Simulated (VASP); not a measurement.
Set up this calculation in VASP 6.6.1, as the native input.

- Task: relaxation of cell and atoms
- Functional: r2SCAN
- Potentials or basis: VASP PAW PBE potentials, release 64 (Sn_d)
- Cutoff: 550 eV
- k mesh: 7 × 7 × 7
- Occupations: fermi-dirac, width 0.05 eV
- Spin: no spin polarisation
- Target pressure: 2 GPa
- Dipole correction: no
- Further INCAR settings: ALGO = Normal; EDIFF = 1e-07; IBRION = 2; EDIFFG = -0.01; NSW = 60; ISIF = 3

Crystal: Sn.

```xyz
2
Lattice="0.0000 3.2333 3.2333 3.2333 0.0000 3.2333 3.2333 3.2333 0.0000" Properties=species:S:1:pos:R:3 pbc="T T T"
Sn    4.8500    4.8500    4.8500
Sn    3.2333    3.2333    3.2333
```

This isn't the form of Sn at room conditions, which is tetragonal (white tin).

One way to write it, as run:

POSCAR

```
Sn
1.0
    0.0000000000      3.2333428000      3.2333428000
    3.2333428000      0.0000000000      3.2333428000
    3.2333428000      3.2333428000      0.0000000000
Sn
2
Direct
    0.7500000000      0.7500000000      0.7500000000
    0.5000000000      0.5000000000      0.5000000000
```

INCAR.step1

```
SYSTEM = Sn
ALGO = Normal
EDIFF = 1E-5
EDIFFG = -0.005
ENCUT = 550
GGA = PE
GGA_COMPAT = .False.
IBRION = 2
ISIF = 3
ISMEAR = -1
LASPH = .True.
LCHARG = .False.
LREAL = .False.
LWAVE = .True.
NELM = 120
NELMIN = 4
NSW = 100
PREC = Accurate
SIGMA = 0.05
```

INCAR.step2

```
SYSTEM = Sn
ALGO = Normal
EDIFF = 1E-7
EDIFFG = -0.01
ENCUT = 550
GGA_COMPAT = .False.
IBRION = 2
ISIF = 3
ISMEAR = -1
ISTART = 1
LASPH = .True.
LCHARG = .False.
LMIXTAU = .True.
LREAL = .False.
LWAVE = .False.
METAGGA = R2SCAN
NELM = 120
NELMIN = 4
NSW = 60
PREC = Accurate
PSTRESS = 20.0
SIGMA = 0.05
```

KPOINTS

```
k-points
0
Gamma
  7 7 7
  0 0 0
```

Potentials or basis: VASP PAW PBE potentials, release 64 (Sn_d).

Launch:

```sh
$ cat potpaw_PBE.64/Sn_d/POTCAR > POTCAR
$ cp INCAR.step1 INCAR
$ mpirun -np 1 vasp_std > vasp.out
$ cp INCAR.step2 INCAR
$ mpirun -np 1 vasp_std > vasp.out
```

It gave:

```yaml
Relaxed_volume: 33.94 Å³/atom
Relaxed_cell: a = 4.579 Å, b = 4.579 Å, c = 4.579 Å, α = 60.00°, β = 60.00°, γ = 60.00°
Space_group_after_relaxing_to_0.1_Å: Fd-3m (No. 227)
Energy_change_on_relaxing_the_run_minimises_the_enthalpy: -1.8 meV/atom
Ionic_steps: 3
Pressure_after_relaxing: 2.0 GPa
Band_gap_on_the_k_mesh: zero (filled and empty bands touch)
```

Caveat: the cell is relaxed towards a set pressure, so the run minimises the enthalpy, not the energy; the PAW data sets were made with another functional, which shifts forces and pressure a little; spin-orbit coupling is left out, which moves the levels of the heavy elements.

It took 12 min on 1 thread of Intel Xeon 8259CL, on a shared host, peak memory 0.23 GiB.
